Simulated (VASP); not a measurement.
# Cu2B (P4/nmm) in VASP: single point with PBE

Aim: the single point of Cu2B with PBE.

All numbers are computed with VASP 6.6.1; they aren't measurements. Logs are shortened: lines on timing, memory, paths and dates and some standing lists are left out, and cuts for length are marked.

### Step 1. The cell of the first run

The structure is tetragonal, space group P4/nmm (No. 129). Conventional cell: a = 3.371 Å, b = 3.371 Å, c = 5.445 Å, α = 90.00°, β = 90.00°, γ = 90.00°. B (site symmetry 4mm) has 9 Cu at 2.04 to 2.47 Å within 2.7 Å. Within 2.9 Å of Cu (site symmetry -4m2) lie 4 B at 2.18 Å and 8 Cu at 2.38 to 2.63 Å. Within 2.7 Å of Cu (site symmetry 4mm) lie 5 B at 2.04 to 2.47 Å and 4 Cu at 2.63 Å.

### Step 2. Single point, PBE

The input, INCAR:

```
SYSTEM = Cu2B
ALGO = Normal ; EDIFF = 1E-6
ENCUT = 520 ; GGA = PE
ISIF = 2 ; ISMEAR = -1
LASPH = .True. ; LCHARG = .True.
LELF = .True. ; LREAL = .False.
LVHAR = .True. ; LWAVE = .False.
NBANDS = 34 ; NELM = 60
PREC = Accurate ; SIGMA = 0.0494
```

The input, KPOINTS:

```
k-points
0
Gamma
  8 8 5
  0 0 0
```

The input, POSCAR:

```
Cu2B
1.0
    3.3707281989      0.0000000000      0.0000000000
    0.0000000000      3.3707281989      0.0000000000
    0.0000000000      0.0000000000      5.4448035167
B Cu
2 4
Direct
    0.0000000000      0.5000000000      0.7459114853
    0.5000000000      0.0000000000      0.2540885147
    0.0000000000      0.0000000000      0.0000000000
    0.5000000000      0.5000000000      0.0000000000
    0.0000000000      0.5000000000      0.3712815112
    0.5000000000      0.0000000000      0.6287184888
```

Potentials or basis: VASP PAW PBE potentials, release 64 (B, Cu).

Command:

```bash
cat potpaw_PBE.64/B/POTCAR potpaw_PBE.64/Cu/POTCAR > POTCAR
mpirun -np 1 vasp_std > vasp.out
```

OUTCAR:

```text
SYSTEM = Cu2B
   EDIFF = 1E-6
   ENCUT = 520
   GGA = PE
   ISIF = 2
   ISMEAR = -1
   LASPH = .True.
   LREAL = .False.
   NELM = 60
   PREC = Accurate

 ion  position               nearest neighbor table
   1  0.000  0.500  0.746-   5 2.04   4 2.18   3 2.18   3 2.18   4 2.18   6 2.47   6 2.47   6 2.47
                             6 2.47
   2  0.500  0.000  0.254-   6 2.04   4 2.18   3 2.18   4 2.18   3 2.18   5 2.47   5 2.47   5 2.47
                             5 2.47
   3  0.000  0.000  0.000-   1 2.18   2 2.18   1 2.18   2 2.18   4 2.38   4 2.38   4 2.38   4 2.38
                             5 2.63   6 2.63   6 2.63   5 2.63
   4  0.500  0.500  0.000-   1 2.18   2 2.18   2 2.18   1 2.18   3 2.38   3 2.38   3 2.38   3 2.38
                             5 2.63   6 2.63   5 2.63   6 2.63
   5  0.000  0.500  0.371-   1 2.04   2 2.47   2 2.47   2 2.47   2 2.47   3 2.63   4 2.63   4 2.63
                             3 2.63   6 2.77   6 2.77   6 2.77   6 2.77
   6  0.500  0.000  0.629-   2 2.04   1 2.47   1 2.47   1 2.47   1 2.47   4 2.63   4 2.63   3 2.63
                             3 2.63   5 2.77   5 2.77   5 2.77   5 2.77

  LATTYP: Found a simple tetragonal cell.
 ALAT       =     3.3707281989
 C/A-ratio  =     1.6153196566

  Lattice vectors:

 A1 = (   3.3707281989,   0.0000000000,   0.0000000000)
 A2 = (   0.0000000000,   3.3707281989,   0.0000000000)
 A3 = (   0.0000000000,   0.0000000000,   5.4448035167)

Analysis of symmetry for initial positions (statically):
=====================================================================
 Subroutine PRICEL returns:
 Original cell was already a primitive cell.

 Routine SETGRP: Setting up the symmetry group for a
 simple tetragonal supercell.

 Subroutine GETGRP returns: Found 16 space group operations
 (whereof  8 operations were pure point group operations)
 out of a pool of 16 trial point group operations.

The static configuration has the point symmetry D_2d.
 The point group associated with its full space group is D_4h.

Analysis of symmetry for dynamics (positions and initial velocities):
=====================================================================
 Subroutine PRICEL returns:
 Original cell was already a primitive cell.

 Routine SETGRP: Setting up the symmetry group for a
 simple tetragonal supercell.

 Subroutine GETGRP returns: Found 16 space group operations
 (whereof  8 operations were pure point group operations)
 out of a pool of 16 trial point group operations.

The dynamic configuration has the point symmetry D_2d.
 The point group associated with its full space group is D_4h.

 Subroutine INISYM returns: Found 16 space group operations
[... 111 lines left out ...]
   ISIF   =      2    stress and relaxation
   ISYM   =      2    0-nonsym 1-usesym 2-fastsym
   POTIM  = 0.5000    time-step for ionic-motion
   TEBEG  =    0.0;   TEEND  =   0.0 temperature during run
   PSTRESS=    0.0 pullay stress
   NELECT =      50.0000    total number of electrons
   NUPDOWN=      -1.0000    fix difference up-down
   EMIN   =  10.00;   EMAX   =-10.00  energy-range for DOS
   EFERMI =   0.00;   METHOD = LEGACY
   ISMEAR =    -1;   SIGMA  =   0.05  broadening in eV -4-tet -1-fermi 0-gaus
   EFERMI_NEDOS =   21; number of points for ismear=-14 and -15
   IALGO  =     38    algorithm
   IMIX   =      4    mixing-type and parameters
     AMIX     =   0.40;   BMIX     =  1.00
     AMIX_MAG =   1.60;   BMIX_MAG =  1.00
  volume/ion in A,a.u.               =      10.31        69.58
  Fermi-wavevector in a.u.,A,eV,Ry     =   1.524948  2.881733 31.639877  2.325465
  Thomas-Fermi vector in A             =   2.633185
   LORBIT       =      0    0 simple, 1 ext, 2 COOP (PROOUT), +10 PAW based schemes
   GGA     = PE    functional components
   LHFCALC =     F    Hartree Fock is set to
   AEXX    =    0.0000 exact exchange contribution
   IVDW    =     0    specifies the selected vdW correction
   LEPSILON=     F    determine dielectric tensor
   LRPA    =     F    only Hartree local field effects (RPA)
 non-spin polarized calculation
  energy-cutoff  :      520.00
  volume of cell :       61.86
 maximum number of plane-waves:      1683
 NGX is ok and might be reduce to    28
   NGX = 13   NGY = 13   NGZ = 21

 number of electron      49.9999953 magnetization

 Free energy of the ion-electron system (eV)
  ---------------------------------------------------
  ext. energy  EPLUGINS =         0.00000000
  ---------------------------------------------------
  free energy    TOTEN  =       -25.59836995 eV

  energy without entropy =      -25.56578373  energy(sigma->0) =      -25.58207684

 E-fermi :   7.8568     XC(G=0): -12.5625

 val. band max:        7.8400998600   @ k =   0.3750   0.0000   0.0000
 cond. band min:       7.8651343976   @ k =   0.1250   0.1250   0.4000
 fundamental gap:      0.0250345376
 Fermi energy:         7.8567918345

 k-point     1 :       0.0000    0.0000    0.0000
  band No.  band energies     occupation
      1      -4.0361      2.00000
      2      -0.6200      2.00000
      3       0.6614      2.00000
      4       1.8367      2.00000
      5       2.3694      2.00000
      6       2.3694      2.00000
[... 877 lines left out ...]
     33      16.9072      0.00000
     34      16.9072      0.00000

 [... further k-points ...]

------------------------ aborting loop because EDIFF is reached ----------------------------------------

  FORCE on cell =-STRESS in cart. coord.  units (eV):
  Direction    XX          YY          ZZ          XY          YZ          ZX
  --------------------------------------------------------------------------------------
  -------------------------------------------------------------------------------------
  Total        0.1652016      0.1652016      0.2786818      0.0000000      0.0000000     -0.0000000
  in kB        4.2785356      4.2785356      7.2175460      0.0000000      0.0000000     -0.0000000
  external PRESSURE =       5.2582057 kB  Pullay stress =       0.0000000 kB

 VOLUME and BASIS-vectors are now :
 -----------------------------------------------------------------------------
  energy-cutoff  :      520.00
  volume of cell :       61.86
      direct lattice vectors                 reciprocal lattice vectors
     3.370728199  0.000000000  0.000000000     0.296671799  0.000000000  0.000000000
     0.000000000  3.370728199  0.000000000     0.000000000  0.296671799  0.000000000
     0.000000000  0.000000000  5.444803517     0.000000000  0.000000000  0.183661357

 POSITION                                       TOTAL-FORCE (eV/Angst)
 -----------------------------------------------------------------------------------
      0.00000      1.68536      4.06134         0.000000      0.000000      0.001044
      1.68536      0.00000      1.38346         0.000000      0.000000     -0.001044
      0.00000      0.00000      0.00000         0.000000     -0.000000      0.000000
      1.68536      1.68536      0.00000         0.000000      0.000000      0.000000
      0.00000      1.68536      2.02155        -0.000000      0.000000     -0.016416
      1.68536      0.00000      3.42325         0.000000      0.000000      0.016416
 -----------------------------------------------------------------------------------
    total drift:                                0.000000      0.000000      0.000000

  FREE ENERGIE OF THE ION-ELECTRON SYSTEM (eV)
  ---------------------------------------------------
  free  energy   TOTEN  =       -25.5983699494 eV

  energy  without entropy=      -25.5657837262  energy(sigma->0) =      -25.58207684
```

Wall time 89 s (1 thread of AMD EPYC 7R13 (Zen 3), shared host); peak memory 0.19 GiB.

Results:

```yaml
Free_energy: -25.5984 eV
Pressure: 0.5 GPa
Largest_force: 0.016 eV/Å
Band_gap_on_the_k_mesh: zero (band 25 reaches 8.96 eV, above the bottom of band 26 at 7.16 eV)
```

Forces in eV/Å, atoms in the order of the input:
```
B    0.000  0.000  0.001
B    0.000  0.000 -0.001
Cu   0.000  0.000  0.000
Cu   0.000  0.000  0.000
Cu   0.000  0.000 -0.016
Cu   0.000  0.000  0.016
```
